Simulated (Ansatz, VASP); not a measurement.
## One calculation of Cd3AgF, two programs

Contents of INCAR:

```
SYSTEM = Cd3AgF
PREC = Accurate
ENCUT = 520
EDIFF = 1E-6
ISMEAR = 0
SIGMA = 0.1
LREAL = .False.
LASPH = .True.
NELM = 150
ALGO = Normal
ISIF = 2
LWAVE = .False.
LCHARG = .False.
ISPIN = 2
MAGMOM = 0 0 0 1 0
LORBIT = 11
LMAXMIX = 4
GGA = PE
NBANDS = 39
```

KPOINTS

```
Automatic mesh
0
Gamma
  4 4 4
  0 0 0
```

POSCAR

```
Cd3AgF
1.0
    3.2983399500     -3.4410584100      0.0000000000
    3.2983399500      3.4410584100      0.0000000000
    0.0000000000      0.0000000000      4.5393577100
Cd Ag F
3 1 1
Direct
    0.2273944200      0.2273944200      0.5000000000
    0.7726055800      0.7726055800      0.5000000000
    0.0000000000      0.0000000000      0.0000000000
    0.5000000000      0.5000000000      0.0000000000
    0.0000000000      0.0000000000      0.5000000000
```

Input for Ansatz:

```yaml
crystal:
  lattice:
    - [3.29833995, -3.44105841, 0.0]
    - [3.29833995, 3.44105841, 0.0]
    - [0.0, 0.0, 4.53935771]
  atoms:
    - { symbol: Cd, position: [0.22739442, 0.22739442, 0.5] }
    - { symbol: Cd, position: [0.77260558, 0.77260558, 0.5] }
    - { symbol: Cd, position: [0.0, 0.0, 0.0] }
    - { symbol: Ag, position: [0.5, 0.5, 0.0], spin: 1.0 }
    - { symbol: F, position: [0.0, 0.0, 0.5] }
basis:
  ecutwfc: 420
kpoints:
  mp_grid: { grid: [4, 4, 4] }
hamiltonian:
  xc: pbe
scf:
  occupations: { method: gaussian, width: 0.1 }
  lower_state_search: "off"
output:
  forces: true
  stress: true
  eigenvalues: true
  populations: true
magnetization:
  spin_polarized: true
```

Alike in both runs: task single point; functional PBE; k mesh 4 × 4 × 4; occupations gaussian, width 0.1 eV; collinear spin.

|  | VASP | Ansatz |
| --- | --- | --- |
| version | VASP 6.6.1 | Ansatz 0.2.0 |
| potentials or method | VASP PAW PBE potentials, release 64 (Cd, Ag, F), cutoff 520 eV | scalar-relativistic, plane waves, PAW |
| valence electrons in the cell | 54 | 86 |

```csv
,VASP,Ansatz,Ansatz less VASP
gap on the k mesh at the Fermi level (eV),none,none,-
rms of the force components (eV/Å),15.107,13.942,-1.1652
net moment per atom (μB),0.00,0.00,0.000
```

Atom by atom the forces differ by 1.165 eV/Å (rms over components). A gap of «none» marks a metal or a gap that the smearing closes. The functional is the same, so the differences come from potentials, cutoffs and numerics. VASP's potentials hold 54 valence electrons a cell and Ansatz's 86, so a difference there can come from the potentials and not from the codes. Ansatz's warnings: seeded moment not kept.
